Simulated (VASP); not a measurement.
# Ir (Fm-3m) in VASP: notebook, part 2 of 2

VASP 6.6.1. Earlier steps stand in the parts before.

## (5) Single point, r2SCAN

This run uses another cell than the first one, of 13.78 Å³/atom, 0.980 times its volume.

The input, POSCAR:

```
Ir
1.0
    0.0000000000      1.9027432368      1.9027432368
    1.9027432368      0.0000000000      1.9027432368
    1.9027432368      1.9027432368      0.0000000000
Ir
1
Direct
    0.0000000000      0.0000000000      0.0000000000
```

The input, INCAR.step1:

```
  PREC = Accurate
  ENCUT = 550
  ISMEAR = -1
  SIGMA = 0.05
  LREAL = False
  LASPH = True
  NELM = 120
  NBANDS = 14
  GGA = PE
  ALGO = Normal
  EDIFF = 1E-5
  LWAVE = True
  LCHARG = False
  GGA_COMPAT = False
```

The input, INCAR.step2:

```
  PREC = Accurate
  ENCUT = 550
  EDIFF = 1E-6
  ISMEAR = -1
  SIGMA = 0.05
  LREAL = False
  LASPH = True
  NELM = 120
  ALGO = Normal
  ISIF = 2
  LWAVE = False
  LCHARG = False
  METAGGA = R2SCAN
  LMIXTAU = True
  NBANDS = 14
  ISTART = 1
  GGA_COMPAT = False
```

The input, KPOINTS:

```
regular mesh
0
Gamma
  12 12 12
```

Potentials or basis: VASP PAW PBE potentials, release 64 (Ir_sv_GW).

Launch:

```bash
$ cat potpaw_PBE.64/Ir_sv_GW/POTCAR > POTCAR
$ cp INCAR.step1 INCAR
$ mpirun -np 1 vasp_std > vasp.out
$ cp INCAR.step2 INCAR
$ mpirun -np 1 vasp_std > vasp.out
```

OUTCAR:

```text
PREC = Accurate
   ENCUT = 550
   EDIFF = 1E-6
   ISMEAR = -1
   LREAL = False
   LASPH = True
   NELM = 120
   ISIF = 2
   METAGGA = R2SCAN
   ISTART = 1

 ion  position               nearest neighbor table
   1  0.000  0.000  0.000-

  LATTYP: Found a face centered cubic cell.
 ALAT       =     3.8054864736

  Lattice vectors:

 A1 = (   0.0000000000,   1.9027432368,   1.9027432368)
 A2 = (   1.9027432368,   0.0000000000,   1.9027432368)
 A3 = (   1.9027432368,   1.9027432368,   0.0000000000)

Analysis of symmetry for initial positions (statically):
[... 5 lines left out ...]
 face centered cubic supercell.

 Subroutine GETGRP returns: Found 48 space group operations
 (whereof 48 operations were pure point group operations)
 out of a pool of 48 trial point group operations.

The static configuration has the point symmetry O_h .

Analysis of symmetry for dynamics (positions and initial velocities):
[... 5 lines left out ...]
 face centered cubic supercell.

 Subroutine GETGRP returns: Found 48 space group operations
 (whereof 48 operations were pure point group operations)
 out of a pool of 48 trial point group operations.

The dynamic configuration has the point symmetry O_h .

 Subroutine INISYM returns: Found 48 space group operations
 (whereof 48 operations are pure point group operations),
 and found     1 'primitive' translations

----------------------------------------------------------------------------------------

                                     Primitive cell

  volume of cell :      13.7775

  direct lattice vectors                    reciprocal lattice vectors
     0.000000000  1.902743237  1.902743237    -0.262778493  0.262778493  0.262778493
     1.902743237  0.000000000  1.902743237     0.262778493 -0.262778493  0.262778493
     1.902743237  1.902743237  0.000000000     0.262778493  0.262778493 -0.262778493

  length of vectors
     2.690885291  2.690885291  2.690885291     0.455145701  0.455145701  0.455145701

  position of ions in fractional coordinates (direct lattice)
     0.000000000  0.000000000  0.000000000

  ion indices of the primitive-cell ions
   primitive index   ion index
                 1           1
[... 94 lines left out ...]
  Fermi-wavevector in a.u.,A,eV,Ry     =   1.755905  3.318179 41.949503  3.083201
  Thomas-Fermi vector in A             =   2.825559
   LORBIT       =      0    0 simple, 1 ext, 2 COOP (PROOUT), +10 PAW based schemes
   METAGGA = R2SCAN    functional components
   LHFCALC =     F    Hartree Fock is set to
   AEXX    =    0.0000 exact exchange contribution
   IVDW    =     0    specifies the selected vdW correction
   LEPSILON=     F    determine dielectric tensor
   LRPA    =     F    only Hartree local field effects (RPA)
 non-spin polarized calculation
  energy-cutoff  :      550.00
  volume of cell :       13.78
 maximum number of plane-waves:       419
 NGX is ok and might be reduce to    24
   NGX = 11   NGY = 11   NGZ = 11

 number of electron      17.0000000 magnetization

 Free energy of the ion-electron system (eV)
  ---------------------------------------------------
  ext. energy  EPLUGINS =         0.00000000
  ---------------------------------------------------
  free energy    TOTEN  =       -52.90943745 eV

  energy without entropy =      -52.90504119  energy(sigma->0) =      -52.90723932

 E-fermi :  13.2196     XC(G=0): -16.0993

 val. band max:       13.2137749473   @ k =  -0.2500   0.0833   0.0000
 cond. band min:      13.2338694421   @ k =  -0.3333   0.3333   0.0000
 fundamental gap:      0.0200944948
 Fermi energy:        13.2195552266

 k-point     1 :       0.0000    0.0000    0.0000
  band No.  band energies     occupation
      1     -81.9488      2.00000
      2     -37.7219      2.00000
      3     -37.7219      2.00000
      4     -37.7219      2.00000
      5       1.3963      2.00000
      6       9.0206      2.00000
      7       9.0206      2.00000
      8       9.0206      2.00000
      9      11.8508      2.00000
     10      11.8508      2.00000
     11      27.3678      0.00000
     12      33.3160      0.00000
     13      33.3160      0.00000
     14      33.3160      0.00000
[... 377 lines left out ...]
      1     -81.8561      2.00000
      2     -38.5656      2.00000
      3     -38.0213      2.00000
      4     -37.8856      2.00000
      5       5.5084      2.00000
      6       8.0445      2.00000
      7       9.7409      2.00000
      8      10.0095      2.00000
      9      13.6881      0.00017
     10      17.2793      0.00000
     11      21.0960      0.00000
     12      28.9388      0.00000
     13      31.4067      0.00000
     14      33.4846      0.00000

 [... further k-points ...]
[... 5 lines left out ...]
  --------------------------------------------------------------------------------------
  -------------------------------------------------------------------------------------
  Total        0.8363196      0.8363196      0.8363196     -0.0000000      0.0000000     -0.0000000
  in kB       97.2550857     97.2550857     97.2550857     -0.0000000      0.0000000     -0.0000000
  external PRESSURE =      97.2550857 kB  Pullay stress =       0.0000000 kB

 VOLUME and BASIS-vectors are now :
 -----------------------------------------------------------------------------
  energy-cutoff  :      550.00
  volume of cell :       13.78
      direct lattice vectors                 reciprocal lattice vectors
     0.000000000  1.902743237  1.902743237    -0.262778493  0.262778493  0.262778493
     1.902743237  0.000000000  1.902743237     0.262778493 -0.262778493  0.262778493
     1.902743237  1.902743237  0.000000000     0.262778493  0.262778493 -0.262778493

 POSITION                                       TOTAL-FORCE (eV/Angst)
 -----------------------------------------------------------------------------------
      0.00000      0.00000      0.00000        -0.000000      0.000000     -0.000000
 -----------------------------------------------------------------------------------
    total drift:                                0.000000     -0.000000     -0.000000

  FREE ENERGIE OF THE ION-ELECTRON SYSTEM (eV)
  ---------------------------------------------------
  free  energy   TOTEN  =       -52.9094374519 eV

  energy  without entropy=      -52.9050411909  energy(sigma->0) =      -52.90723932
```

OSZICAR.step1:

```text
N       E                     dE             d eps       ncg     rms          rms(c)
DAV:   1     0.115206805981E+03    0.11521E+03   -0.11810E+04  2048   0.132E+03
DAV:   2    -0.877154580790E+01   -0.12398E+03   -0.11900E+03  2562   0.404E+02
DAV:   3    -0.104446052369E+02   -0.16731E+01   -0.16701E+01  2184   0.443E+01
DAV:   4    -0.104470479968E+02   -0.24428E-02   -0.24427E-02  2406   0.207E+00
DAV:   5    -0.104470532871E+02   -0.52903E-05   -0.52915E-05  2172   0.894E-02    0.715E+01
DAV:   6    -0.949502639622E+01    0.95203E+00   -0.12481E+00  2124   0.122E+01    0.386E+01
DAV:   7    -0.941380322008E+01    0.81223E-01   -0.43104E-01  2268   0.673E+00    0.609E+00
DAV:   8    -0.939595408375E+01    0.17849E-01   -0.66856E-02  2034   0.322E+00    0.636E-01
DAV:   9    -0.939596051254E+01   -0.64288E-05   -0.78555E-04  2238   0.347E-01    0.207E-01
DAV:  10    -0.939588156410E+01    0.78948E-04   -0.13328E-04  2196   0.166E-01    0.137E-01
DAV:  11    -0.939588100673E+01    0.55737E-06   -0.71100E-06  1104   0.341E-02
   1 F= -.93958810E+01 E0= -.93936214E+01  d E =-.451920E-02
```

It took 41 s on 1 thread of Intel Xeon Platinum 8375C at 2.90GHz (Ice Lake), shared host; peak memory 0.16 GiB.

Results:

| Item | Value |
| --- | --- |
| Free energy | -52.9094 eV |
| Pressure | 9.7 GPa |

Caveat: the PAW data sets were made with another functional, which shifts forces and pressure a little; spin-orbit coupling is left out, which moves the levels of the heavy elements.

## (6) Summary

```csv
task,level,potentials or basis,cell,cutoff (eV),second run,gap on the mesh (eV),pressure (GPa)
relaxation of cell and atoms,PBE,"VASP PAW PBE potentials, release 64 (Ir)","relaxed to 30 GPa from a = 2.709 Å, angles 60.0°, 1 atom",500,-,none,30.0
single point,PBEsol,"VASP PAW PBE potentials, release 64 (Ir_sv_GW)","a = 2.703 Å, angles 60.0°, 1 atom",500,valence_matched,none,-1.3
single point,LDA,"VASP PAW LDA potentials, release 64 (Ir_sv_GW)","a = 2.709 Å, angles 60.0°, 1 atom",500,valence_matched,none,-8.3
single point,r2SCAN,"VASP PAW PBE potentials, release 64 (Ir_sv_GW)","a = 2.691 Å, angles 60.0°, 1 atom",550,valence_matched,none,9.7
```

Alike in all rows: no spin polarisation; k mesh 12 × 12 × 12; smearing fermi-dirac 0.05 eV.

Caveats: spin-orbit coupling is left out, which moves the levels of the heavy elements; the PAW data sets were made with another functional, which shifts forces and pressure a little (some runs); the cell is relaxed towards a set pressure, so the enthalpy falls and the energy may rise (some runs).

Total energies depend on the potentials used, so only differences within one code and one set of settings carry meaning.
